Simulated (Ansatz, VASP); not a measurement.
One calculation of Si7C, two programs

```xyz
8
Lattice="1.8110 -3.1367 0.0000 -0.0187 -0.0108 -6.0415 5.4865 3.1676 0.0225" Properties=species:S:1:pos:R:3 pbc="T T T"
Si    1.8067   -1.0480   -5.6335
Si    1.9011    1.0976   -2.5950
Si    5.3719    1.0104   -2.6480
Si    1.7847   -1.0607   -3.3045
Si    3.6405    2.1018   -3.7157
Si    2.0632    1.1912   -0.2651
Si    5.2878    0.9618   -0.2544
C     3.6372    2.0999   -5.6596
```

Alike in both runs: functional r2SCAN; k mesh 8 × 6 × 6; occupations gaussian, width 0.02 eV; no spin polarisation.

Ansatz relaxed the structure, and its values are those at the end. VASP's run is a single point on that final structure, the one shown.

|  | VASP | Ansatz |
| --- | --- | --- |
| version | VASP 6.6.1 | Ansatz 0.2.0 |
| potentials or method | VASP PAW PBE potentials, release 64 (Si, C), cutoff 520 eV | scalar-relativistic, plane waves, PAW |
| valence electrons in the cell | 32 | 32 |

```tsv
	VASP	Ansatz	Ansatz less VASP
gap on the k mesh at the Fermi level (eV)	none	none	-
pressure (GPa)	-0.2	0.0	+0.21
rms of the force components (eV/Å)	0.013	0.005	-0.0085
```

VASP's potentials were made for PBE, not for r2SCAN. A gap of «none» marks a metal or a gap that the smearing closes.
